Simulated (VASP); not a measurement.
HC18O: single point with PBE

HC18O, a slab with vacuum:

```
C O H
1.0
     7.39800    0.00000    0.00000
    -3.69900    6.40686    0.00000
     0.00000    0.00000   12.00000
C O H
18 1 1
Direct
  0.99480 0.00351 0.08449
  0.21474 0.11144 0.07726
  0.99364 0.33417 0.07249
  0.21560 0.44520 0.07204
  0.99470 0.66648 0.08457
  0.21491 0.77821 0.07744
  0.32738 0.00106 0.07889
  0.54895 0.11182 0.07838
  0.32659 0.33421 0.07256
  0.54935 0.44617 0.07713
  0.32672 0.66738 0.07272
  0.54933 0.77819 0.07750
  0.65974 0.00105 0.07896
  0.88276 0.11141 0.07723
  0.65976 0.33349 0.07851
  0.88288 0.44619 0.07704
  0.65782 0.66644 0.08473
  0.88257 0.77895 0.11908
  0.88957 0.79288 0.24392
  0.82317 0.65065 0.27256
```

* Program: VASP 6.6.1
* Task: single point
* Functional: PBE
* Potentials or basis: VASP PAW PBE potentials, release 64 (C, O, H)
* Cutoff: 520 eV
* k mesh: 2 × 2 × 1
* Occupations: gaussian, width 0.02 eV
* Spin: collinear spin, ferromagnetic start
* Starting moments: [0.0, 0.0, 0.0, 0.0, 0.0, 0.0, 0.0, 0.0, 0.0, 0.0, 0.0, 0.0, 0.0, 0.0, 0.0, 0.0, 0.0, 0.0, 1.0, 0.0] μB
* Dipole correction: no
* Further INCAR settings: LREAL = Auto; ALGO = Normal; EDIFF = 1e-07; NBANDS = 60

* Largest force: 0.125 eV/Å
* Net moment: 0.00 μB per cell
* Valence electrons inside the program's atomic spheres: C 2.63, 2.64, 2.65, 2.51 (each value once); O 5.11; H 0.75

Forces in eV/Å, atoms in the order of the input:
```
C   -0.003 -0.018 -0.029
C   -0.010  0.005 -0.005
C    0.000  0.013  0.001
C    0.012 -0.005  0.000
C   -0.010  0.013  0.002
C    0.010  0.010 -0.014
C   -0.004 -0.007  0.015
C   -0.002  0.004 -0.028
C    0.000  0.001  0.005
C   -0.005 -0.001 -0.008
C   -0.005 -0.006  0.015
C   -0.004 -0.001 -0.001
C    0.001 -0.004  0.005
C    0.005 -0.001  0.009
C    0.004 -0.001  0.016
C   -0.007 -0.010 -0.008
C    0.016  0.022 -0.011
C    0.004  0.012 -0.078
O   -0.001  0.082  0.048
H   -0.001 -0.105  0.067
```

Levels at points of the mesh, in eV from the Fermi level:
Spin up:
| k point | band 36 | band 37 | band 38 | band 39 | band 40 | band 41 | band 42 | band 43 | band 44 | band 45 |
| --- | --- | --- | --- | --- | --- | --- | --- | --- | --- | --- |
| (0.00, 0.00, 0.00) | -2.65 | -2.17 | -1.88 | 0.26 | 0.39 | 0.43 | 2.02 | 3.53 | 4.59 | 5.05 |
| (0.50, 0.00, 0.00) | -2.34 | -2.24 | -2.15 | -1.75 | -0.17 | 2.16 | 2.74 | 2.84 | 2.95 | 4.24 |
| (0.00, 0.50, 0.00) | -2.28 | -2.27 | -2.05 | -1.82 | -0.18 | 2.15 | 2.74 | 2.83 | 2.99 | 4.17 |
| (0.50, 0.50, 0.00) | -2.33 | -2.24 | -2.14 | -1.76 | -0.17 | 2.16 | 2.75 | 2.83 | 2.95 | 4.24 |
Spin down:
| k point | band 38 | band 39 | band 40 | band 41 | band 42 | band 43 |
| --- | --- | --- | --- | --- | --- | --- |
| (0.00, 0.00, 0.00) | -1.88 | 0.26 | 0.39 | 0.43 | 2.02 | 3.53 |
| (0.50, 0.00, 0.00) | -2.15 | -1.75 | -0.17 | 2.16 | 2.74 | 2.84 |
| (0.00, 0.50, 0.00) | -2.05 | -1.82 | -0.18 | 2.15 | 2.74 | 2.83 |
| (0.50, 0.50, 0.00) | -2.14 | -1.76 | -0.17 | 2.16 | 2.75 | 2.83 |

Run time: 8.9 min on 1 thread of Intel(R) Xeon(R) Platinum 8375C CPU @ 2.90GHz (Ice Lake) (shared host), peak memory 0.87 GiB.

Caveat: the k points lie up to 0.49 Å⁻¹ apart; there is no dipole correction, which matters where the two faces differ.
